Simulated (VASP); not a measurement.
## Al: single point with PBE+D3(BJ)

Crystal: Al.

```
Al
1.0
    -2.80357    0.00000    0.00000
    -1.40179   -2.42796    0.00000
    -0.62302   -1.07909   14.02527
Al
6
Direct
  0.66667 0.62962 0.08335
  0.66667 0.48147 0.41668
  0.66667 0.33333 0.75002
  0.33333 0.92592 0.91668
  0.33333 0.22221 0.25002
  0.33333 0.07407 0.58335
```

```yaml
Program: VASP 6.6.1
Task: single point
Functional: PBE
Dispersion: D3(BJ)
Potentials_or_basis: VASP PAW PBE potentials, release 64 (Al)
Cutoff: 520 eV
k_mesh: 18 × 18 × 3
Occupations: gaussian, width 0.15 eV
Spin: no spin polarisation
Dipole_correction: no
Further_INCAR_settings: ALGO = Fast; EDIFF = 1e-06; NBANDS = 18
```

```
Pressure                   : 1.2 GPa
Largest force              : 0.981 eV/Å
Band gap on the k mesh     : zero (band 9 reaches 11.84 eV, above the bottom of band 10 at 6.13 eV)
Dispersion energy per atom : -0.349 eV
```

Forces on the atoms (eV/Å):
```
Al  -0.421  0.337  0.820
Al  -0.011  0.009  0.012
Al   0.002  0.015  0.034
Al   0.421 -0.337 -0.820
Al  -0.002 -0.015 -0.034
Al   0.011 -0.009 -0.012
```

Stress tensor (GPa, compression positive):
```
 0.57  0.25 -1.88
 0.25  1.08  1.46
-1.88  1.46  1.83
```

Levels at points of the mesh, in eV from the Fermi level:
| k point | band 7 | band 8 | band 9 | band 10 | band 11 | band 12 |
| --- | --- | --- | --- | --- | --- | --- |
| (0.00, 0.00, 0.00) | -4.67 | 0.17 | 0.22 | 6.21 | 6.34 | 11.30 |
| (0.50, 0.00, 0.00) | -2.33 | -2.31 | -2.25 | -2.23 | 0.55 | 1.02 |
| (0.00, 0.50, 0.00) | -3.16 | -2.67 | -1.87 | -1.38 | 0.11 | 0.41 |
| (0.50, 0.50, 0.00) | -3.30 | -2.60 | -1.73 | -1.56 | -0.10 | 0.78 |

It took 26 min on 1 thread of AMD EPYC 7R13, on a shared host, peak memory 0.65 GiB.

Caveat: pairwise dispersion overbinds metals, which lowers pressure and volume.
